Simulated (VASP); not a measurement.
# GaN in VASP: a series of runs

The runs below take GaN through single point, with PBE.

Everything below comes from runs of VASP 6.6.1. Logs are shortened: lines on timing, memory, paths and dates and some standing lists are left out, and cuts for length are marked.

## Step 1: The cell of the first run

It takes space group F-43m (No. 216, cubic). Conventional cell: a = 4.282 Å, b = 4.282 Å, c = 4.282 Å, α = 90.00°, β = 90.00°, γ = 90.00°. Ga (site symmetry -43m) has 4 N at 1.85 Å within 2.5 Å. N (site symmetry -43m) has 4 Ga at 1.85 Å within 2.5 Å.

## Step 2: Single point, PBE (strain -0.050 along x and y, -0.050 along z)

Contents of INCAR:

```
PREC = Accurate
ENCUT = 520
EDIFF = 1E-6
ISMEAR = 0
SIGMA = 0.05
LREAL = F
LASPH = T
NELM = 80
ALGO = Normal
ISIF = 2
LWAVE = F
LCHARG = F
GGA = PE
NBANDS = 16
```

Contents of KPOINTS:

```
Automatic mesh
0
Gamma
  10 10 10
```

Contents of POSCAR:

```
GaN
1.0
    0.0000000000      2.1408255771      2.1408255771
    2.1408255771      0.0000000000      2.1408255771
    2.1408255771      2.1408255771      0.0000000000
Ga N
1 1
Direct
    0.0000000000      0.0000000000      0.0000000000
    0.7500000000      0.7500000000      0.7500000000
```

Potentials or basis: VASP PAW PBE potentials, release 64 (Ga_d, N).

Run with:

```console
$ cat potpaw_PBE.64/Ga_d/POTCAR potpaw_PBE.64/N/POTCAR > POTCAR
$ mpirun -np 1 vasp_std > vasp.out
```

OUTCAR:

```text
PREC = Accurate
   ENCUT = 520
   EDIFF = 1E-6
   ISMEAR = 0
   LREAL = F
   LASPH = T
   NELM = 80
   ISIF = 2
   GGA = PE

 ion  position               nearest neighbor table
   1  0.000  0.000  0.000-   2 1.85   2 1.85   2 1.85   2 1.85
   2  0.750  0.750  0.750-   1 1.85   1 1.85   1 1.85   1 1.85

  LATTYP: Found a face centered cubic cell.
 ALAT       =     4.2816511542

  Lattice vectors:

 A1 = (   0.0000000000,   2.1408255771,   2.1408255771)
 A2 = (   2.1408255771,   0.0000000000,   2.1408255771)
 A3 = (   2.1408255771,   2.1408255771,   0.0000000000)

Analysis of symmetry for initial positions (statically):
=====================================================================
 Subroutine PRICEL returns:
 Original cell was already a primitive cell.

 Routine SETGRP: Setting up the symmetry group for a
 face centered cubic supercell.

 Subroutine GETGRP returns: Found 24 space group operations
 (whereof 24 operations were pure point group operations)
 out of a pool of 48 trial point group operations.

The static configuration has the point symmetry T_d .

Analysis of symmetry for dynamics (positions and initial velocities):
=====================================================================
 Subroutine PRICEL returns:
 Original cell was already a primitive cell.

 Routine SETGRP: Setting up the symmetry group for a
 face centered cubic supercell.

 Subroutine GETGRP returns: Found 24 space group operations
 (whereof 24 operations were pure point group operations)
 out of a pool of 48 trial point group operations.

The dynamic configuration has the point symmetry T_d .

 Subroutine INISYM returns: Found 24 space group operations
 (whereof 24 operations are pure point group operations),
 and found     1 'primitive' translations

----------------------------------------------------------------------------------------

                                     Primitive cell

  volume of cell :      19.6234

  direct lattice vectors                    reciprocal lattice vectors
     0.000000000  2.140825577  2.140825577    -0.233554758  0.233554758  0.233554758
     2.140825577  0.000000000  2.140825577     0.233554758 -0.233554758  0.233554758
     2.140825577  2.140825577  0.000000000     0.233554758  0.233554758 -0.233554758

  length of vectors
     3.027584566  3.027584566  3.027584566     0.404528708  0.404528708  0.404528708

  position of ions in fractional coordinates (direct lattice)
     0.000000000  0.000000000  0.000000000
     0.750000000  0.750000000  0.750000000

  ion indices of the primitive-cell ions
   primitive index   ion index
                 1           1
                 2           2

----------------------------------------------------------------------------------------

 KPOINTS: Automatic mesh

Automatic generation of k-mesh.
 Grid dimensions read from file:
 generate k-points for:   10   10   10

 Generating k-lattice:

  Cartesian coordinates                     Fractional coordinates (reciprocal lattice)
    -0.023355476  0.023355476  0.023355476     0.100000000  0.000000000  0.000000000
     0.023355476 -0.023355476  0.023355476     0.000000000  0.100000000  0.000000000
     0.023355476  0.023355476 -0.023355476     0.000000000  0.000000000  0.100000000

  Length of vectors
     0.040452871  0.040452871  0.040452871

  Shift w.r.t. Gamma in fractional coordinates (k-lattice)
     0.000000000  0.000000000  0.000000000

 Subroutine IBZKPT returns following result:
 ===========================================

 Found     47 irreducible k-points:

 Following reciprocal coordinates:
            Coordinates               Weight
  0.000000  0.000000  0.000000      1.000000
  0.100000  0.000000  0.000000      8.000000
  0.200000  0.000000  0.000000      8.000000
  0.300000  0.000000  0.000000      8.000000
  0.400000  0.000000  0.000000      8.000000
  0.500000  0.000000  0.000000      4.000000
[... 16 lines left out ...]
  0.300000  0.300000  0.000000      6.000000
  0.400000  0.300000  0.000000     24.000000
 [... further k-points ...]
   k-points           NKPTS =     47   k-points in BZ     NKDIM =     47   number of bands    NBANDS=     16
   number of dos      NEDOS =    301   number of ions     NIONS =      2
   total plane-waves  NPLWV =  13824
   dimension x,y,z NGX =    24 NGY =   24 NGZ =   24
   dimension x,y,z NGXF=    48 NGYF=   48 NGZF=   48
   ions per type =               1   1
   NGX,Y,Z   is equivalent  to a cutoff of  13.18, 13.18, 13.18 a.u.
   NGXF,Y,Z  is equivalent  to a cutoff of  26.36, 26.36, 26.36 a.u.
 SYSTEM =  unknown system
   PREC   = accura    normal or accurate (medium, high low for compatibility)
   ISTART =      0    job   : 0-new  1-cont  2-samecut
   ICHARG =      2    charge: 1-file 2-atom 10-const
   ISPIN  =      1    spin polarized calculation?
   LNONCOLLINEAR =      F non collinear calculations
   LSORBIT =      F    spin-orbit coupling
[... 107 lines left out ...]
  band No.  band energies     occupation
      1      -8.9689      2.00000
      2      -6.4417      2.00000
      3      -6.4417      2.00000
      4      -6.0094      2.00000
      5      -6.0094      2.00000
      6      -5.3068      2.00000
[... 8 lines left out ...]
     15      27.3967      0.00000
     16      27.3967      0.00000

 k-point     6 :       0.5000    0.0000    0.0000
  band No.  band energies     occupation
      1      -8.8655      2.00000
      2      -6.4382      2.00000
      3      -6.4382      2.00000
      4      -5.9918      2.00000
      5      -5.9918      2.00000
      6      -4.7892      2.00000
[... 8 lines left out ...]
     15      28.7202      0.00000
     16      28.7203      0.00000

 k-point     7 :       0.1000    0.1000    0.0000
  band No.  band energies     occupation
      1     -10.0822      2.00000
      2      -6.5590      2.00000
      3      -6.5352      2.00000
      4      -6.5352      2.00000
      5      -6.0803      2.00000
      6      -6.0515      2.00000
[... 8 lines left out ...]
     15      27.9526      0.00000
     16      27.9526      0.00000

 k-point     8 :       0.2000    0.1000    0.0000
  band No.  band energies     occupation
      1      -9.7796      2.00000
      2      -6.5198      2.00000
      3      -6.4848      2.00000
      4      -6.4499      2.00000
      5      -6.0875      2.00000
      6      -6.0407      2.00000
[... 8 lines left out ...]
     15      27.1035      0.00000
     16      27.1061      0.00000

 k-point     9 :       0.3000    0.1000    0.0000
  band No.  band energies     occupation
      1      -9.3478      2.00000
      2      -6.4704      2.00000
      3      -6.4344      2.00000
      4      -6.2272      2.00000
      5      -6.0220      2.00000
      6      -6.0054      2.00000
[... 8 lines left out ...]
     15      26.2269      0.00000
     16      27.1870      0.00000
[... 172 lines left out ...]
 k-point    19 :       0.5000    0.2000    0.0000
  band No.  band energies     occupation
      1      -8.7443      2.00000
      2      -6.4254      2.00000
      3      -6.3176      2.00000
      4      -6.1469      2.00000
      5      -5.9857      2.00000
      6      -4.7114      2.00000
[... 8 lines left out ...]
     15      29.1171      0.00000
     16      29.7393      0.00000

 k-point    20 :      -0.4000    0.2000    0.0000
  band No.  band energies     occupation
      1      -8.7276      2.00000
      2      -6.4293      2.00000
      3      -6.3272      2.00000
      4      -6.0953      2.00000
      5      -6.0239      2.00000
      6      -4.5227      2.00000
[... 8 lines left out ...]
     15      27.3600      0.00000
     16      29.1755      0.00000

 k-point    21 :      -0.3000    0.2000    0.0000
  band No.  band energies     occupation
      1      -8.8604      2.00000
      2      -6.4288      2.00000
      3      -6.3556      2.00000
      4      -6.0956      2.00000
      5      -6.0765      2.00000
      6      -5.1489      2.00000
[... 8 lines left out ...]
     15      26.2428      0.00000
     16      29.6157      0.00000

 k-point    22 :      -0.2000    0.2000    0.0000
  band No.  band energies     occupation
      1      -9.1460      2.00000
      2      -6.4399      2.00000
      3      -6.4127      2.00000
      4      -6.1533      2.00000
      5      -6.1004      2.00000
      6      -5.7557      2.00000
[... 8 lines left out ...]
     15      26.1701      0.00000
     16      29.5855      0.00000

 k-point    23 :       0.3000    0.3000    0.0000
  band No.  band energies     occupation
      1      -9.0049      2.00000
      2      -6.4259      2.00000
      3      -6.2796      2.00000
      4      -6.2796      2.00000
      5      -5.9861      2.00000
      6      -5.7902      2.00000
[... 8 lines left out ...]
     15      30.6766      0.00000
     16      32.2123      0.00000

 k-point    24 :       0.4000    0.3000    0.0000
  band No.  band energies     occupation
      1      -8.7798      2.00000
      2      -6.4278      2.00000
      3      -6.2275      2.00000
      4      -6.2235      2.00000
      5      -5.9707      2.00000
      6      -5.3128      2.00000
[... 8 lines left out ...]
     15      31.2466      0.00000
     16      31.9964      0.00000

 [... further k-points ...]
[... 5 lines left out ...]
  --------------------------------------------------------------------------------------
  -------------------------------------------------------------------------------------
  Total        5.6486902      5.6486902      5.6486902      0.0000000     -0.0000000      0.0000000
  in kB      461.1948885    461.1948885    461.1948885      0.0000000     -0.0000000      0.0000000
  external PRESSURE =     461.1948885 kB  Pullay stress =       0.0000000 kB

 VOLUME and BASIS-vectors are now :
 -----------------------------------------------------------------------------
  energy-cutoff  :      520.00
  volume of cell :       19.62
      direct lattice vectors                 reciprocal lattice vectors
     0.000000000  2.140825577  2.140825577    -0.233554758  0.233554758  0.233554758
     2.140825577  0.000000000  2.140825577     0.233554758 -0.233554758  0.233554758
     2.140825577  2.140825577  0.000000000     0.233554758  0.233554758 -0.233554758

 POSITION                                       TOTAL-FORCE (eV/Angst)
 -----------------------------------------------------------------------------------
      0.00000      0.00000      0.00000         0.000000      0.000000      0.000000
      3.21124      3.21124      3.21124        -0.000000     -0.000000     -0.000000
 -----------------------------------------------------------------------------------
    total drift:                               -0.000003     -0.000003     -0.000003

  FREE ENERGIE OF THE ION-ELECTRON SYSTEM (eV)
  ---------------------------------------------------
  free  energy   TOTEN  =       -11.6724260979 eV

  energy  without entropy=      -11.6724260979  energy(sigma->0) =      -11.67242610
```

It took 9.2 s on 1 thread of AMD EPYC 9R45 (Zen 5), shared host; peak memory 0.11 GiB.

Results:

| Quantity | Value |
| --- | --- |
| Free energy | -11.6724 eV |
| Pressure | 46.1 GPa |
| Band gap on the k mesh | 2.71 eV, direct |

Caveat: the cell differs from its parent crystal (strain -0.050 along x and y, -0.050 along z).

## Step 3: Single point, PBE (strain -0.025 along x and y, -0.025 along z)

Contents of INCAR:

```
SYSTEM = GaN
ALGO = Normal
EDIFF = 1E-6
ENCUT = 520
GGA = PE
ISIF = 2
ISMEAR = 0
LASPH = .True.
LCHARG = .False.
LREAL = .False.
LWAVE = .False.
NBANDS = 16
NELM = 80
PREC = Accurate
SIGMA = 0.05
```

Contents of KPOINTS:

```
k-points
0
Gamma
  10 10 10
  0 0 0
```

Contents of POSCAR:

```
GaN
1.0
    0.0000000000      2.1971630923      2.1971630923
    2.1971630923      0.0000000000      2.1971630923
    2.1971630923      2.1971630923      0.0000000000
Ga N
1 1
Direct
    0.0000000000      0.0000000000      0.0000000000
    0.7500000000      0.7500000000      0.7500000000
```

Potentials or basis: VASP PAW PBE potentials, release 64 (Ga_d, N).

Run with:

```console
$ cat potpaw_PBE.64/Ga_d/POTCAR potpaw_PBE.64/N/POTCAR > POTCAR
$ mpirun -np 1 vasp_std > vasp.out
```

Wall time 8.9 s (1 thread of AMD EPYC 9R45 (Zen 5), shared host); peak memory 0.12 GiB.

Results (log left out):

```
Free energy            : -12.0052 eV
Pressure               : 22.3 GPa
Band gap on the k mesh : 2.22 eV, direct
```

Levels at points of the mesh, in eV from the valence-band top:
```csv
k point,band 6,band 7,band 8,band 9,band 10,band 11,band 12,band 13
"(0.00, 0.00, 0.00)",-13.13,0.00,0.00,0.00,2.22,10.78,10.78,10.78
"(0.50, 0.00, 0.00)",-11.87,-7.56,-1.07,-1.07,5.17,9.10,10.76,10.76
"(0.50, 0.50, 0.00)",-11.47,-6.45,-2.98,-2.98,3.37,7.11,12.27,14.78
```

Caveat: the cell differs from its parent crystal (strain -0.025 along x and y, -0.025 along z).

## Step 4: Single point, PBE (strain -0.050 along x and y, -0.025 along z)

Contents of INCAR:

```
SYSTEM = GaN
  ALGO = Normal
  EDIFF = 1E-7
  ENCUT = 520
  GGA = PE
  ISIF = 2
  ISMEAR = 0
  LASPH = .True.
  LCHARG = .False.
  LREAL = .False.
  LWAVE = .False.
  NBANDS = 16
  NELM = 60
  PREC = Accurate
  SIGMA = 0.05
```

KPOINTS is that of step 3.

Contents of POSCAR:

```
GaN
1.0
    0.0000000000      2.1408255771      2.1971630923
    2.1408255771      0.0000000000      2.1971630923
    2.1408255771      2.1408255771      0.0000000000
Ga N
1 1
Direct
    0.0000000000      0.0000000000      0.0000000000
    0.7500000000      0.7500000000      0.7500000000
```

Run with:

```console
$ cat potpaw_PBE.64/Ga_d/POTCAR potpaw_PBE.64/N/POTCAR > POTCAR
$ mpirun -np 1 vasp_std > vasp.out
```

It took 19 s on 1 thread of AMD EPYC 9R45 (Zen 5), shared host; peak memory 0.13 GiB.

The run converged. Its results:

```
Free energy            : -11.8039 eV
Pressure               : 37.3 GPa
Band gap on the k mesh : 2.50 eV, direct
```

Stress tensor (GPa, compression positive):
```
38.21  0.00  0.00
 0.00 38.21  0.00
 0.00  0.00 35.35
```

Levels at points of the mesh, in eV from the valence-band top:
| k point | band 5 | band 6 | band 7 | band 8 | band 9 | band 10 | band 11 | band 12 | band 13 | band 14 |
| --- | --- | --- | --- | --- | --- | --- | --- | --- | --- | --- |
| (0.00, 0.00, 0.00) | -13.20 | -13.19 | -0.13 | 0.00 | 0.00 | 2.50 | 11.05 | 11.05 | 11.12 | 19.18 |
| (0.50, 0.00, 0.00) | -13.12 | -11.93 | -7.98 | -1.29 | -1.08 | 5.46 | 9.32 | 10.79 | 11.21 | 16.71 |
| (0.50, 0.50, 0.00) | -13.10 | -11.65 | -6.93 | -3.09 | -3.09 | 3.48 | 7.66 | 12.35 | 15.42 | 15.42 |
| (0.50, 0.00, 0.50) | -13.08 | -11.48 | -6.62 | -3.31 | -3.29 | 3.27 | 7.20 | 12.79 | 14.91 | 15.61 |

Caveat: the cell differs from its parent crystal (strain -0.050 along x and y, -0.025 along z).

## Step 5: Single point, PBE (strain -0.025 along x and y, -0.050 along z)

Contents of INCAR:

```
SYSTEM = GaN
  ALGO = Normal
  EDIFF = 1E-6
  ENCUT = 520
  GGA = PE
  ISIF = 2
  ISMEAR = 0
  LASPH = .TRUE.
  LCHARG = .TRUE.
  LELF = .TRUE.
  LREAL = .FALSE.
  LVHAR = .TRUE.
  LWAVE = .FALSE.
  NBANDS = 16
  NELM = 60
  PREC = Accurate
  SIGMA = 0.05
```

Contents of KPOINTS:

```
k-points
0
G
  10 10 10
  0 0 0
```

Contents of POSCAR:

```
GaN
1.0
    0.0000000000      2.1971630923      2.1408255771
    2.1971630923      0.0000000000      2.1408255771
    2.1971630923      2.1971630923      0.0000000000
Ga N
1 1
Direct
    0.0000000000      0.0000000000      0.0000000000
    0.7500000000      0.7500000000      0.7500000000
```

Run with:

```console
$ cat potpaw_PBE.64/Ga_d/POTCAR potpaw_PBE.64/N/POTCAR > POTCAR
$ mpirun -np 1 vasp_std > vasp.out
```

It took 19 s on 1 thread of AMD EPYC 9R45 (Zen 5), shared host; peak memory 0.13 GiB.

It converged, with:

- Free energy: -11.9145 eV
- Pressure: 29.4 GPa
- Band gap on the k mesh: 2.30 eV, direct

Stress tensor (GPa, compression positive):
```
28.55  0.00  0.00
 0.00 28.55  0.00
 0.00  0.00 31.09
```

Levels at points of the mesh, in eV from the valence-band top:
```csv
k point,band 5,band 6,band 7,band 8,band 9,band 10,band 11,band 12,band 13,band 14
"(0.00, 0.00, 0.00)",-13.22,-13.21,-0.12,-0.12,0.00,2.30,10.83,10.90,10.90,18.89
"(0.50, 0.00, 0.00)",-13.15,-11.96,-7.82,-1.29,-1.08,5.25,9.16,10.60,11.06,16.43
"(0.50, 0.50, 0.00)",-13.11,-11.45,-6.43,-3.30,-3.30,3.17,6.87,12.68,14.89,14.89
"(0.50, 0.00, 0.50)",-13.12,-11.61,-6.74,-3.10,-3.08,3.36,7.33,12.25,14.71,15.38
```

Caveat: the cell differs from its parent crystal (strain -0.025 along x and y, -0.050 along z).

## Step 6: Single point, PBE (strain -0.050 along x and y, +0.025 along z)

Contents of INCAR:

```
ALGO = Normal
EDIFF = 1E-6
ENCUT = 520
GGA = PE
ISIF = 2
ISMEAR = 0
LASPH = True
LCHARG = False
LREAL = False
LWAVE = False
NBANDS = 16
NELM = 100
PREC = Accurate
SIGMA = 0.05
```

Contents of KPOINTS:

```
k-points
0
Gamma
  10 10 10
```

Contents of POSCAR:

```
GaN
1.0
    0.0000000000      2.1408255771      2.3098381227
    2.1408255771      0.0000000000      2.3098381227
    2.1408255771      2.1408255771      0.0000000000
Ga N
1 1
Direct
    0.0000000000      0.0000000000      0.0000000000
    0.7500000000      0.7500000000      0.7500000000
```

Potentials or basis: VASP PAW PBE potentials, release 64 (Ga_d, N).

Run with:

```console
$ cat potpaw_PBE.64/Ga_d/POTCAR potpaw_PBE.64/N/POTCAR > POTCAR
$ mpirun -np 1 vasp_std > vasp.out
```

Wall time 18 s (1 thread of AMD EPYC 9R45 (Zen 5), shared host); peak memory 0.13 GiB.

The run converged. Its results:

```
Free energy            : -11.9667 eV
Pressure               : 22.3 GPa
Band gap on the k mesh : 2.07 eV, direct
```

Stress tensor (GPa, compression positive):
```
25.78  0.00  0.00
 0.00 25.78  0.00
 0.00  0.00 15.28
```

Levels at points of the mesh, in eV from the valence-band top:
```tsv
k point	band 5	band 6	band 7	band 8	band 9	band 10	band 11	band 12	band 13	band 14
(0.00, 0.00, 0.00)	-13.29	-13.28	-0.42	0.00	0.00	2.07	10.63	10.63	10.83	17.70
(0.50, 0.00, 0.00)	-13.20	-12.02	-7.69	-1.52	-0.88	4.86	8.99	10.28	11.28	16.04
(0.50, 0.50, 0.00)	-13.21	-11.92	-7.17	-2.69	-2.69	3.65	7.83	11.38	14.94	14.94
(0.50, 0.00, 0.50)	-13.18	-11.47	-6.28	-3.32	-3.28	3.07	6.56	12.50	13.53	15.48
```

Caveat: the cell differs from its parent crystal (strain -0.050 along x and y, +0.025 along z).

## Step 7: Summary

| cell | gap on the mesh (eV) | pressure (GPa) |
| --- | --- | --- |
| a = 3.028 Å, angles 60.0°, 2 atoms | 2.71 | 46.1 |
| a = 3.107 Å, angles 60.0°, 2 atoms | 2.22 | 22.3 |
| a = 3.068, b = 3.068, c = 3.028 Å, angles 60.4, 60.4, 59.1°, 2 atoms | 2.50 | 37.3 |
| a = 3.068, b = 3.068, c = 3.107 Å, angles 59.6, 59.6, 60.9°, 2 atoms | 2.30 | 29.4 |
| a = 3.149, b = 3.149, c = 3.028 Å, angles 61.3, 61.3, 57.5°, 2 atoms | 2.07 | 22.3 |

Alike in all rows: task single point; level PBE; potentials or basis VASP PAW PBE potentials, release 64 (Ga_d, N); no spin polarisation; k mesh 10 × 10 × 10; cutoff (eV) 520; smearing gaussian 0.05 eV.

Absolute energies hang on the potentials; compare differences alone.
